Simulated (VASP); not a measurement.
# Zr7B (P-3m1) in VASP: a series of runs

Runs on Zr7B. Level: PBE. Tasks: single point.

Program: VASP 6.6.1. These are calculated values, not measurements. Logs are shortened: lines on timing, memory, paths and dates and some standing lists are left out, and cuts for length are marked.

## Step 1: The cell of the first run

Symmetry: P-3m1, No. 164, trigonal system. The conventional cell has a = 3.306 Å, b = 3.306 Å, c = 18.326 Å, α = 90.00°, β = 90.00°, γ = 120.00°. Within 3.1 Å of Zr (site symmetry 3m) lie 3 B at 2.34 Å. Within 4.1 Å of Zr (site symmetry 3m) lie 12 Zr at 3.15 to 3.34 Å. Within 4.1 Å of Zr (site symmetry 3m) lie 12 Zr at 3.15 to 3.31 Å. Zr (site symmetry -3m) has 12 Zr at 3.19 to 3.31 Å within 4.2 Å. B (site symmetry -3m) has 6 Zr at 2.34 Å within 3.1 Å.

## Step 2: Single point, PBE

INCAR

```
SYSTEM = Zr7B
ALGO = Fast
EDIFF = 1E-6
ENCUT = 520
GGA = PE
ISIF = 2
ISMEAR = 0
LASPH = .True.
LCHARG = .False.
LREAL = .False.
LWAVE = .False.
NBANDS = 54
NELM = 60
PREC = Accurate
SIGMA = 0.1
```

KPOINTS

```
k-points
0
Gamma
  12 12 2
  0 0 0
```

POSCAR

```
Zr7B
1.0
    3.3060164714      0.0000000000      0.0000000000
   -1.6530082357      2.8630942496      0.0000000000
    0.0000000000      0.0000000000     18.3263313417
Zr B
7 1
Direct
    0.6666666667      0.3333333333      0.9258060343
    0.3333333333      0.6666666667      0.0741939657
    0.6666666667      0.3333333333      0.2238935134
    0.3333333333      0.6666666667      0.3603878774
    0.3333333333      0.6666666667      0.7761064866
    0.6666666667      0.3333333333      0.6396121226
    0.0000000000      0.0000000000      0.5000000000
    0.0000000000      0.0000000000      0.0000000000
```

Potentials or basis: VASP PAW PBE potentials, release 64 (Zr_sv, B).

Launch:

```bash
$ cat potpaw_PBE.64/Zr_sv/POTCAR potpaw_PBE.64/B/POTCAR > POTCAR
$ mpirun -np 1 vasp_std > vasp.out
```

OUTCAR:

```text
SYSTEM = Zr7B
   EDIFF = 1E-6
   ENCUT = 520
   GGA = PE
   ISIF = 2
   ISMEAR = 0
   LASPH = .True.
   LREAL = .False.
   NELM = 60
   PREC = Accurate

 ion  position               nearest neighbor table
   1  0.667  0.333  0.926-   8 2.34   8 2.34   8 2.34   2 3.32   2 3.32   2 3.32   5 3.34   5 3.34
                             5 3.34
   2  0.333  0.667  0.074-   8 2.34   8 2.34   8 2.34   1 3.32   1 3.32   1 3.32   3 3.34   3 3.34
                             3 3.34
   3  0.667  0.333  0.224-   4 3.15   4 3.15   4 3.15   2 3.34   2 3.34   2 3.34
   4  0.333  0.667  0.360-   3 3.15   3 3.15   3 3.15   7 3.19   7 3.19   7 3.19
   5  0.333  0.667  0.776-   6 3.15   6 3.15   6 3.15   1 3.34   1 3.34   1 3.34
   6  0.667  0.333  0.640-   5 3.15   5 3.15   5 3.15   7 3.19   7 3.19   7 3.19
   7  0.000  0.000  0.500-   4 3.19   6 3.19   6 3.19   4 3.19   6 3.19   4 3.19
   8  0.000  0.000  0.000-   1 2.34   2 2.34   1 2.34   2 2.34   1 2.34   2 2.34

  LATTYP: Found a hexagonal cell.
 ALAT       =     3.3060164714
 C/A-ratio  =     5.5433272944

  Lattice vectors:

 A1 = (   3.3060164714,   0.0000000000,   0.0000000000)
 A2 = (  -1.6530082357,   2.8630942496,   0.0000000000)
 A3 = (   0.0000000000,   0.0000000000,  18.3263313417)

Analysis of symmetry for initial positions (statically):
=====================================================================
 Subroutine PRICEL returns:
 Original cell was already a primitive cell.

 Routine SETGRP: Setting up the symmetry group for a
 hexagonal supercell.

 Subroutine GETGRP returns: Found 12 space group operations
 (whereof 12 operations were pure point group operations)
 out of a pool of 24 trial point group operations.

The static configuration has the point symmetry D_3d.

Analysis of symmetry for dynamics (positions and initial velocities):
=====================================================================
 Subroutine PRICEL returns:
 Original cell was already a primitive cell.

 Routine SETGRP: Setting up the symmetry group for a
 hexagonal supercell.

 Subroutine GETGRP returns: Found 12 space group operations
 (whereof 12 operations were pure point group operations)
 out of a pool of 24 trial point group operations.

The dynamic configuration has the point symmetry D_3d.

 Subroutine INISYM returns: Found 12 space group operations
 (whereof 12 operations are pure point group operations),
 and found     1 'primitive' translations
[... 112 lines left out ...]
   NFREE  =      0    steps in history (QN), initial steepest desc. (CG)
   ISIF   =      2    stress and relaxation
   ISYM   =      2    0-nonsym 1-usesym 2-fastsym
   POTIM  = 0.5000    time-step for ionic-motion
   TEBEG  =    0.0;   TEEND  =   0.0 temperature during run
   PSTRESS=    0.0 pullay stress
   NELECT =      87.0000    total number of electrons
   NUPDOWN=      -1.0000    fix difference up-down
   EMIN   =  10.00;   EMAX   =-10.00  energy-range for DOS
   EFERMI =   0.00;   METHOD = LEGACY
   ISMEAR =     0;   SIGMA  =   0.10  broadening in eV -4-tet -1-fermi 0-gaus
   EFERMI_NEDOS =   21; number of points for ismear=-14 and -15
   IALGO  =     68    algorithm
   IMIX   =      4    mixing-type and parameters
     AMIX     =   0.40;   BMIX     =  1.00
     AMIX_MAG =   1.60;   BMIX_MAG =  1.00
  volume/ion in A,a.u.               =      21.68       146.33
  Fermi-wavevector in a.u.,A,eV,Ry     =   1.300696  2.457959 23.018479  1.691810
  Thomas-Fermi vector in A             =   2.431878
   LORBIT       =      0    0 simple, 1 ext, 2 COOP (PROOUT), +10 PAW based schemes
   GGA     = PE    functional components
   LHFCALC =     F    Hartree Fock is set to
   AEXX    =    0.0000 exact exchange contribution
   IVDW    =     0    specifies the selected vdW correction
   LEPSILON=     F    determine dielectric tensor
   LRPA    =     F    only Hartree local field effects (RPA)
 non-spin polarized calculation
 RMM-DIIS sequential band-by-band and
 Gauss-broadening in eV      SIGMA  =   0.10
  energy-cutoff  :      520.00
  volume of cell :      173.47
 maximum number of plane-waves:      4710
 NGX is ok and might be reduce to    28
   NGX = 13   NGY = 13   NGZ = 69

 number of electron      87.0000001 magnetization

 Free energy of the ion-electron system (eV)
  ---------------------------------------------------
  ext. energy  EPLUGINS =         0.00000000
  ---------------------------------------------------
  free energy    TOTEN  =       -66.83055310 eV

  energy without entropy =      -66.79174624  energy(sigma->0) =      -66.81114967

 E-fermi :   8.3546     XC(G=0): -11.0067

 val. band max:        8.3408630323   @ k =   0.2500   0.2500   0.5000
 cond. band min:       8.3588649666   @ k =   0.0000   0.0000   0.5000
 fundamental gap:      0.0180019344
 Fermi energy:         8.3545542761

 k-point     1 :       0.0000    0.0000    0.0000
  band No.  band energies     occupation
      1     -40.4289      2.00000
      2     -40.4086      2.00000
      3     -40.3618      2.00000
      4     -40.3222      2.00000
      5     -40.2937      2.00000
      6     -39.5937      2.00000
[... 1357 lines left out ...]
     53      10.4655      0.00000
     54      11.6587      0.00000

 [... further k-points ...]

------------------------ aborting loop because EDIFF is reached ----------------------------------------

  FORCE on cell =-STRESS in cart. coord.  units (eV):
  Direction    XX          YY          ZZ          XY          YZ          ZX
  --------------------------------------------------------------------------------------
  -------------------------------------------------------------------------------------
  Total        0.0091954      0.0091954      0.0061978      0.0000000      0.0000000      0.0000000
  in kB        0.0849305      0.0849305      0.0572443      0.0000000      0.0000000      0.0000000
  external PRESSURE =       0.0757017 kB  Pullay stress =       0.0000000 kB

 VOLUME and BASIS-vectors are now :
 -----------------------------------------------------------------------------
  energy-cutoff  :      520.00
  volume of cell :      173.47
      direct lattice vectors                 reciprocal lattice vectors
     3.306016471  0.000000000  0.000000000     0.302478832  0.174636235  0.000000000
    -1.653008236  2.863094250  0.000000000     0.000000000  0.349272470  0.000000000
     0.000000000  0.000000000 18.326331342     0.000000000  0.000000000  0.054566295

 POSITION                                       TOTAL-FORCE (eV/Angst)
 -----------------------------------------------------------------------------------
      1.65301      0.95436     16.96663        -0.000000     -0.000000     -0.015560
     -0.00000      1.90873      1.35970         0.000000      0.000000      0.015560
      1.65301      0.95436      4.10315         0.000000      0.000000      0.000272
     -0.00000      1.90873      6.60459         0.000000     -0.000000      0.001376
     -0.00000      1.90873     14.22318        -0.000000      0.000000     -0.000272
      1.65301      0.95436     11.72174        -0.000000      0.000000     -0.001376
      0.00000      0.00000      9.16317         0.000000      0.000000     -0.000000
      0.00000      0.00000      0.00000         0.000000      0.000000     -0.000000
 -----------------------------------------------------------------------------------
    total drift:                               -0.000000      0.000000      0.000000

  FREE ENERGIE OF THE ION-ELECTRON SYSTEM (eV)
  ---------------------------------------------------
  free  energy   TOTEN  =       -66.8305531012 eV

  energy  without entropy=      -66.7917462413  energy(sigma->0) =      -66.81114967
```

OSZICAR:

```text
N       E                     dE             d eps       ncg     rms          rms(c)
DAV:   1     0.946199128729E+03    0.94620E+03   -0.45811E+04  4104   0.160E+03
DAV:   2     0.163049599657E+02   -0.92989E+03   -0.90982E+03  4430   0.485E+02
DAV:   3    -0.659207962576E+02   -0.82226E+02   -0.79957E+02  6480   0.105E+02
[... 19 lines left out ...]
RMM:  23    -0.668305467055E+02   -0.49656E-05   -0.47002E-05  5817   0.168E-02    0.143E-03
RMM:  24    -0.668305498915E+02   -0.31860E-05   -0.27171E-05  5142   0.129E-02    0.921E-04
RMM:  25    -0.668305514655E+02   -0.15740E-05   -0.16156E-05  4371   0.101E-02    0.156E-03
RMM:  26    -0.668305524549E+02   -0.98940E-06   -0.10729E-05  4433   0.881E-03    0.568E-03
RMM:  27    -0.668305531012E+02   -0.64637E-06   -0.66507E-06  3581   0.692E-03
   1 F= -.66830553E+02 E0= -.66811150E+02  d E =-.388069E-01
```

stdout:

```text
POSCAR found type information on POSCAR ZrB
 POSCAR found :  2 types and       8 ions
 scaLAPACK will be used
 LDA part: xc-table for (Slater+PW92), standard interpolation
 POSCAR, INCAR and KPOINTS ok, starting setup
 FFT: planning ... GRIDC
 FFT: planning ... GRID_SOFT
 FFT: planning ... GRID
 WAVECAR not read
 entering main loop
WARNING in EDDRMM: call to ZHEGV failed, returncode =   8  4     29
WARNING in EDDRMM: call to ZHEGV failed, returncode =   8  4     25
WARNING in EDDRMM: call to ZHEGV failed, returncode =   8  4     23
WARNING in EDDRMM: call to ZHEGV failed, returncode =   8  4     25
WARNING in EDDRMM: call to ZHEGV failed, returncode =   8  4      9
WARNING in EDDRMM: call to ZHEGV failed, returncode =   8  4     24
WARNING in EDDRMM: call to ZHEGV failed, returncode =   8  4     39
WARNING in EDDRMM: call to ZHEGV failed, returncode =   8  4     24
WARNING in EDDRMM: call to ZHEGV failed, returncode =   8  4     25
WARNING in EDDRMM: call to ZHEGV failed, returncode =   8  4     24
WARNING in EDDRMM: call to ZHEGV failed, returncode =   8  4     17
WARNING in EDDRMM: call to ZHEGV failed, returncode =   8  4     16
WARNING in EDDRMM: call to ZHEGV failed, returncode =   8  4     17
WARNING in EDDRMM: call to ZHEGV failed, returncode =   6  3     15
WARNING in EDDRMM: call to ZHEGV failed, returncode =   6  3     17
WARNING in EDDRMM: call to ZHEGV failed, returncode =   8  4     18
WARNING in EDDRMM: call to ZHEGV failed, returncode =   6  3     33
WARNING in EDDRMM: call to ZHEGV failed, returncode =   6  3      9
WARNING in EDDRMM: call to ZHEGV failed, returncode =   6  3     12
WARNING in EDDRMM: call to ZHEGV failed, returncode =   8  4      9
```

Wall time 31 min (1 thread of Intel Xeon 8259CL, shared host); peak memory 0.48 GiB.

Results:

* Free energy: -66.8306 eV
* Pressure: 0.0 GPa
* Largest force: 0.016 eV/Å
* Band gap on the k mesh: zero (an odd number of electrons rules out a gap without spin polarisation)

Forces in eV/Å, atoms in the order of the input:
```
Zr   0.000  0.000 -0.016
Zr   0.000  0.000  0.016
Zr   0.000  0.000  0.000
Zr   0.000  0.000  0.001
Zr   0.000  0.000  0.000
Zr   0.000  0.000 -0.001
Zr   0.000  0.000  0.000
B    0.000  0.000  0.000
```

## Step 3: Single point, PBE

INCAR

```
PREC = Accurate
ENCUT = 520
EDIFF = 1E-7
ISMEAR = 0
SIGMA = 0.1
LREAL = F
LASPH = T
NELM = 100
ALGO = Fast
ISIF = 2
LWAVE = F
LCHARG = T
GGA = PE
LELF = T
LVHAR = T
NBANDS = 54
```

KPOINTS

```
Automatic mesh
0
Gamma
  12 12 2
```

POSCAR

```
Zr7B
1.0
    3.3057869630      0.0000000000      0.0000000000
   -1.6528934815      2.8628954894      0.0000000000
    0.0000000000      0.0000000000     18.3219214268
Zr B
7 1
Direct
    0.6666666667      0.3333333333      0.9257525537
    0.3333333333      0.6666666667      0.0742474463
    0.6666666667      0.3333333333      0.2239103181
    0.3333333333      0.6666666667      0.3604213487
    0.3333333333      0.6666666667      0.7760896819
    0.6666666667      0.3333333333      0.6395786513
    0.0000000000      0.0000000000      0.5000000000
    0.0000000000      0.0000000000      0.0000000000
```

Potentials or basis: VASP PAW PBE potentials, release 64 (Zr_sv, B).

Launch:

```bash
$ cat potpaw_PBE.64/Zr_sv/POTCAR potpaw_PBE.64/B/POTCAR > POTCAR
$ mpirun -np 1 vasp_std > vasp.out
```

It took 39 min on 1 thread of Intel Xeon 8259CL, shared host; peak memory 0.48 GiB.

Results (log left out):

```yaml
Free_energy: -66.8305 eV
Pressure: 0.0 GPa
Largest_force: 0.009 eV/Å
Band_gap_on_the_k_mesh: zero (an odd number of electrons rules out a gap without spin polarisation)
```

Forces in eV/Å, atoms in the order of the input:
```
Zr   0.000  0.000 -0.009
Zr   0.000  0.000  0.009
Zr   0.000  0.000  0.000
Zr   0.000  0.000  0.000
Zr   0.000  0.000  0.000
Zr   0.000  0.000  0.000
Zr   0.000  0.000  0.000
B    0.000  0.000  0.000
```

Levels at points of the mesh, in eV from the Fermi level:
```
           k point  band 40  band 41  band 42  band 43  band 44  band 45  band 46  band 47  band 48  band 49
(0.00, 0.00, 0.00)     0.59     0.70     0.70     0.75     0.79     0.80     0.80     0.94     0.94     1.14
(0.50, 0.00, 0.00)    -0.72    -0.53    -0.31    -0.22     0.29     0.59     0.62     0.78     1.24     1.31
(0.00, 0.00, 0.50)     0.48     0.58     0.71     0.71     0.82     0.82     0.91     0.91     1.04     1.09
(0.50, 0.00, 0.50)    -0.87    -0.60    -0.53    -0.04     0.27     0.66     0.73     0.84     1.10     1.11
```

The gap in the log of VASP goes by the Fermi energy; the results here count the filled bands.